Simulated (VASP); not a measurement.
# Mo in VASP: single point with LDA

Aim: the single point of Mo with LDA.

Program: VASP 6.6.1. These are calculated values, not measurements. Logs are shortened: lines on timing, memory, paths and dates and some standing lists are left out, and cuts for length are marked.

### 1 The cell of the first run

The cell holds a slab with vacuum, 9 atoms: a = 2.698 Å, b = 2.698 Å, c = 29.621 Å, α = 90.00°, β = 90.00°, γ = 109.47°.

### 2 Single point, LDA

The input, INCAR:

```
SYSTEM = Mo
PREC     = Accurate       ! precision mode
ENCUT    = 450            ! plane-wave cutoff, eV
EDIFF    = 1E-6           ! SCF threshold, eV
ISMEAR   = 1              ! smearing method
SIGMA    = 0.1            ! smearing width, eV
LREAL    = .FALSE.        ! projectors in reciprocal space
LASPH    = .TRUE.         ! aspherical terms in the spheres
NELM     = 300            ! most SCF steps
ALGO     = Normal         ! electronic algorithm
ISIF     = 2              ! what is computed and relaxed
LWAVE    = .FALSE.        ! write WAVECAR
LCHARG   = .TRUE.         ! write CHGCAR
LVHAR    = .TRUE.       
NBANDS   = 73             ! bands
GGA_COMPAT= .FALSE.      
NELMDL   = -8           
AMIX     = 0.1          
BMIX     = 1E-4         
AMIX_MAG = 0.4          
BMIX_MAG = 1E-4         
KPAR     = 4
```

The input, KPOINTS:

```
Automatic mesh
0
G
  16 16 1
  0 0 0
```

The input, POSCAR:

```
Mo
1.0
    2.6976691328      0.0000000000      0.0000000000
   -0.8992230443      2.5433868496      0.0000000000
    0.0000000000      0.0000000000     29.6211009872
Mo
9
Direct
    0.0000000000      0.0000000000      0.2061102600
    0.5000000000      0.5000000000      0.2770005635
    0.0000000000      0.0000000000      0.3515581113
    0.5000000000      0.5000000000      0.4258232155
    0.0000000000      0.0000000000      0.5000000000
    0.5000000000      0.5000000000      0.5741767845
    0.0000000000      0.0000000000      0.6484418887
    0.5000000000      0.5000000000      0.7229994365
    0.0000000000      0.0000000000      0.7938897400
```

Potentials or basis: VASP PAW LDA potentials, release 64 (Mo_sv).

The run is started by

```sh
$ cat potpaw_LDA.64/Mo_sv/POTCAR > POTCAR
$ mpirun -np 4 vasp_std > vasp.out
```

OUTCAR:

```text
SYSTEM = Mo
   PREC = Accurate
   ENCUT = 450
   EDIFF = 1E-6
   ISMEAR = 1
   LREAL = .FALSE.
   LASPH = .TRUE.
   NELM = 300
   ISIF = 2
   NELMDL = -8
   AMIX = 0.1
   AMIX_MAG = 0.4

 ion  position               nearest neighbor table
   1  0.000  0.000  0.206-   2 2.61   2 2.61   2 3.04   2 3.04
   2  0.500  0.500  0.277-   1 2.61   1 2.61   3 2.70   3 2.70   1 3.04   1 3.04   3 3.12   3 3.12

   3  0.000  0.000  0.352-   4 2.70   4 2.70   2 2.70   2 2.70   4 3.11   4 3.11   2 3.12   2 3.12

   4  0.500  0.500  0.426-   5 2.69   5 2.69   3 2.70   3 2.70   5 3.11   5 3.11   3 3.11   3 3.11

   5  0.000  0.000  0.500-   4 2.69   6 2.69   4 2.69   6 2.69   4 3.11   6 3.11   4 3.11   6 3.11

   6  0.500  0.500  0.574-   5 2.69   5 2.69   7 2.70   7 2.70   5 3.11   5 3.11   7 3.11   7 3.11

   7  0.000  0.000  0.648-   6 2.70   6 2.70   8 2.70   8 2.70   6 3.11   6 3.11   8 3.12   8 3.12

   8  0.500  0.500  0.723-   9 2.61   9 2.61   7 2.70   7 2.70   9 3.04   9 3.04   7 3.12   7 3.12

   9  0.000  0.000  0.794-   8 2.61   8 2.61   8 3.04   8 3.04

  LATTYP: Found a base centered orthorhombic cell.
 ALAT       =     3.1150000000
 B/A-ratio  =     1.4142135624
 C/A-ratio  =     9.5091816974

  Lattice vectors:

 A1 = (   2.6976691328,   0.0000000000,   0.0000000000)
 A2 = (  -0.8992230443,   2.5433868496,   0.0000000000)
 A3 = (   0.0000000000,   0.0000000000,  29.6211009872)

Analysis of symmetry for initial positions (statically):
=====================================================================
 Subroutine PRICEL returns:
 Original cell was already a primitive cell.

 Routine SETGRP: Setting up the symmetry group for a
 base centered orthorhombic supercell.

 Subroutine GETGRP returns: Found  8 space group operations
 (whereof  8 operations were pure point group operations)
 out of a pool of  8 trial point group operations.

The static configuration has the point symmetry D_2h.

Analysis of symmetry for dynamics (positions and initial velocities):
=====================================================================
 Subroutine PRICEL returns:
 Original cell was already a primitive cell.

 Routine SETGRP: Setting up the symmetry group for a
 base centered orthorhombic supercell.

 Subroutine GETGRP returns: Found  8 space group operations
 (whereof  8 operations were pure point group operations)
 out of a pool of  8 trial point group operations.

The dynamic configuration has the point symmetry D_2h.

 Subroutine INISYM returns: Found  8 space group operations
 (whereof  8 operations are pure point group operations),
 and found     1 'primitive' translations

----------------------------------------------------------------------------------------

                                     Primitive cell

  volume of cell :     203.2368

  direct lattice vectors                    reciprocal lattice vectors
     2.697669133  0.000000000  0.000000000     0.370690382  0.131058841  0.000000000
    -0.899223044  2.543386850  0.000000000     0.000000000  0.393176524  0.000000000
     0.000000000  0.000000000 29.621100987     0.000000000  0.000000000  0.033759717

  length of vectors
     2.697669133  2.697669133 29.621100987     0.393176524  0.393176524  0.033759717

  position of ions in fractional coordinates (direct lattice)
     0.000000000  0.000000000  0.206110260
     0.500000000  0.500000000  0.277000564
     0.000000000  0.000000000  0.351558111
     0.500000000  0.500000000  0.425823216
     0.000000000  0.000000000  0.500000000
     0.500000000  0.500000000  0.574176784
     0.000000000  0.000000000  0.648441889
     0.500000000  0.500000000  0.722999436
     0.000000000  0.000000000  0.793889740

  ion indices of the primitive-cell ions
   primitive index   ion index
                 1           1
                 2           2
                 3           3
                 4           4
                 5           5
                 6           6
                 7           7
                 8           8
                 9           9

----------------------------------------------------------------------------------------

 KPOINTS: Automatic mesh

Automatic generation of k-mesh.
 Grid dimensions read from file:
 generate k-points for:   16   16    1

 Generating k-lattice:

  Cartesian coordinates                     Fractional coordinates (reciprocal lattice)
     0.023168149  0.008191178  0.000000000     0.062500000  0.000000000  0.000000000
     0.000000000  0.024573533  0.000000000     0.000000000  0.062500000  0.000000000
     0.000000000  0.000000000  0.033759717     0.000000000  0.000000000  1.000000000

  Length of vectors
     0.024573533  0.024573533  0.033759717

  Shift w.r.t. Gamma in fractional coordinates (k-lattice)
     0.000000000  0.000000000  0.000000000

 Subroutine IBZKPT returns following result:
 ===========================================

 Found     73 irreducible k-points:

 Following reciprocal coordinates:
            Coordinates               Weight
  0.000000  0.000000  0.000000      1.000000
  0.062500  0.000000  0.000000      4.000000
  0.125000  0.000000  0.000000      4.000000
  0.187500 -0.000000  0.000000      4.000000
  0.250000  0.000000  0.000000      4.000000
  0.312500 -0.000000  0.000000      4.000000
[... 16 lines left out ...]
 -0.125000  0.062500  0.000000      4.000000
 -0.062500  0.062500  0.000000      2.000000
 [... further k-points ...]
   k-points           NKPTS =     73   k-points in BZ     NKDIM =     73   number of bands    NBANDS=     73
   number of dos      NEDOS =    301   number of ions     NIONS =      9
   total plane-waves  NPLWV =  84000
   dimension x,y,z NGX =    20 NGY =   20 NGZ =  210
   dimension x,y,z NGXF=    40 NGYF=   40 NGZF=  420
   ions per type =               9
   NGX,Y,Z   is equivalent  to a cutoff of  12.33, 12.33, 11.79 a.u.
   NGXF,Y,Z  is equivalent  to a cutoff of  24.65, 24.65, 23.57 a.u.
 SYSTEM =  Mo
   PREC   = accura    normal or accurate (medium, high low for compatibility)
   ISTART =      0    job   : 0-new  1-cont  2-samecut
   ICHARG =      2    charge: 1-file 2-atom 10-const
   ISPIN  =      1    spin polarized calculation?
   LNONCOLLINEAR =      F non collinear calculations
   LSORBIT =      F    spin-orbit coupling
   LASPH  =      T    aspherical Exc in radial PAW
   ENCUT  =  450.0 eV  33.07 Ry    5.75 a.u.   4.67  4.67 51.23*2*pi/ulx,y,z
   NELM   =    300;   NELMIN=  2; NELMDL= -8     # of ELM steps
   EDIFF  = 0.1E-05   stopping-criterion for ELM
   LREAL  =      F    real-space projection
   EDIFFG = 0.1E-04   stopping-criterion for IOM
   NSW    =      0    number of steps for IOM
   IBRION =     -1    ionic relax: 0-MD 1-quasi-New 2-CG
   NFREE  =      0    steps in history (QN), initial steepest desc. (CG)
   ISIF   =      2    stress and relaxation
   ISYM   =      2    0-nonsym 1-usesym 2-fastsym
   POTIM  = 0.5000    time-step for ionic-motion
   TEBEG  =    0.0;   TEEND  =   0.0 temperature during run
   PSTRESS=    0.0 pullay stress
   NELECT =     126.0000    total number of electrons
   NUPDOWN=      -1.0000    fix difference up-down
   EMIN   =  10.00;   EMAX   =-10.00  energy-range for DOS
   EFERMI =   0.00;   METHOD = LEGACY
   ISMEAR =     1;   SIGMA  =   0.10  broadening in eV -4-tet -1-fermi 0-gaus
   EFERMI_NEDOS =   21; number of points for ismear=-14 and -15
   IALGO  =     38    algorithm
   IMIX   =      4    mixing-type and parameters
     AMIX     =   0.10;   BMIX     =  0.00
     AMIX_MAG =   0.40;   BMIX_MAG =  0.00
  volume/ion in A,a.u.               =      22.58       152.39
  Fermi-wavevector in a.u.,A,eV,Ry     =   1.395932  2.637929 26.512666  1.948626
  Thomas-Fermi vector in A             =   2.519336
   LORBIT       =      0    0 simple, 1 ext, 2 COOP (PROOUT), +10 PAW based schemes
   GGA     = CA    functional components
   LHFCALC =     F    Hartree Fock is set to
   AEXX    =    0.0000 exact exchange contribution
   IVDW    =     0    specifies the selected vdW correction
   LEPSILON=     F    determine dielectric tensor
   LRPA    =     F    only Hartree local field effects (RPA)
 non-spin polarized calculation
 Methfessel and Paxton  Order N= 1 SIGMA  =   0.10
  energy-cutoff  :      450.00
  volume of cell :      203.24
 maximum number of plane-waves:      4467
   NGX =  9   NGY =  9   NGZ =103

 number of electron     125.9999995 magnetization

 Free energy of the ion-electron system (eV)
  ---------------------------------------------------
  ext. energy  EPLUGINS =         0.00000000
  ---------------------------------------------------
  free energy    TOTEN  =      -106.45793305 eV

  energy without entropy =     -106.45452733  energy(sigma->0) =     -106.45679781

 E-fermi :   7.1993     XC(G=0):  -9.9221

 val. band max:        7.1958113116   @ k =  -0.2500   0.1875   0.0000
 cond. band min:       7.2037031773   @ k =   0.3750   0.2500   0.0000
 fundamental gap:      0.0078918657
 Fermi energy:         7.1993208068

 k-point     1 :       0.0000    0.0000    0.0000
  band No.  band energies     occupation
      1     -53.7724      2.00000
      2     -53.7626      2.00000
      3     -53.7156      2.00000
      4     -53.6635      2.00000
      5     -53.5886      2.00000
      6     -53.5308      2.00000
[... 65 lines left out ...]
     72       8.4974     -0.00000
     73       8.7720     -0.00000

 k-point     2 :       0.0625    0.0000    0.0000
  band No.  band energies     occupation
      1     -53.7639      2.00000
      2     -53.7543      2.00000
      3     -53.7079      2.00000
      4     -53.6568      2.00000
      5     -53.5830      2.00000
      6     -53.5263      2.00000
[... 1664 lines left out ...]
 k-point    24 :      -0.0625    0.0625    0.0000
  band No.  band energies     occupation
      1     -53.7610      2.00000
      2     -53.7513      2.00000
      3     -53.7046      2.00000
      4     -53.6531      2.00000
      5     -53.5789      2.00000
      6     -53.5218      2.00000
[... 65 lines left out ...]
     72       8.1334     -0.00000
     73       8.3594     -0.00000

 [... further k-points ...]

------------------------ aborting loop because EDIFF is reached ----------------------------------------

  FORCE on cell =-STRESS in cart. coord.  units (eV):
  Direction    XX          YY          ZZ          XY          YZ          ZX
  --------------------------------------------------------------------------------------
  -------------------------------------------------------------------------------------
  Total       -2.7262939     -2.7666160      0.8032462     -0.0570240      0.0000000      0.0000000
  in kB      -21.4922043    -21.8100755      6.3322341     -0.4495378      0.0000000      0.0000000
  external PRESSURE =     -12.3233485 kB  Pullay stress =       0.0000000 kB

 VOLUME and BASIS-vectors are now :
 -----------------------------------------------------------------------------
  energy-cutoff  :      450.00
  volume of cell :      203.24
      direct lattice vectors                 reciprocal lattice vectors
     2.697669133  0.000000000  0.000000000     0.370690382  0.131058841  0.000000000
    -0.899223044  2.543386850  0.000000000     0.000000000  0.393176524  0.000000000
     0.000000000  0.000000000 29.621100987     0.000000000  0.000000000  0.033759717

 POSITION                                       TOTAL-FORCE (eV/Angst)
 -----------------------------------------------------------------------------------
      0.00000      0.00000      6.10521         0.000000      0.000000     -0.068101
      0.89922      1.27169      8.20506         0.000000      0.000000      0.010361
      0.00000      0.00000     10.41354         0.000000      0.000000      0.007192
      0.89922      1.27169     12.61335        -0.000000      0.000000      0.000179
      0.00000      0.00000     14.81055        -0.000000      0.000000      0.000000
      0.89922      1.27169     17.00775        -0.000000      0.000000     -0.000179
      0.00000      0.00000     19.20756         0.000000     -0.000000     -0.007192
      0.89922      1.27169     21.41604        -0.000000     -0.000000     -0.010361
      0.00000      0.00000     23.51589        -0.000000     -0.000000      0.068101
 -----------------------------------------------------------------------------------
    total drift:                               -0.000000      0.000000      0.000000

  FREE ENERGIE OF THE ION-ELECTRON SYSTEM (eV)
  ---------------------------------------------------
  free  energy   TOTEN  =      -106.4579330501 eV

  energy  without entropy=     -106.4545273317  energy(sigma->0) =     -106.45679781
```

It took 7.5 min on 4 MPI ranks of Intel Xeon Platinum 8259CL at 2.50GHz (Skylake/Cascade Lake), shared host; peak memory 0.62 GiB.

What came out:

```yaml
Free_energy: -106.4579 eV
Largest_force: 0.068 eV/Å
Band_gap_on_the_k_mesh: zero (bands 63 and 64 overlap by 2.32 eV)
```

Forces in eV/Å, atoms in the order of the input:
```
Mo   0.000  0.000 -0.068
Mo   0.000  0.000  0.010
Mo   0.000  0.000  0.007
Mo   0.000  0.000  0.000
Mo   0.000  0.000  0.000
Mo   0.000  0.000  0.000
Mo   0.000  0.000 -0.007
Mo   0.000  0.000 -0.010
Mo   0.000  0.000  0.068
```

Caveat: there is no dipole correction, which matters where the two faces differ.
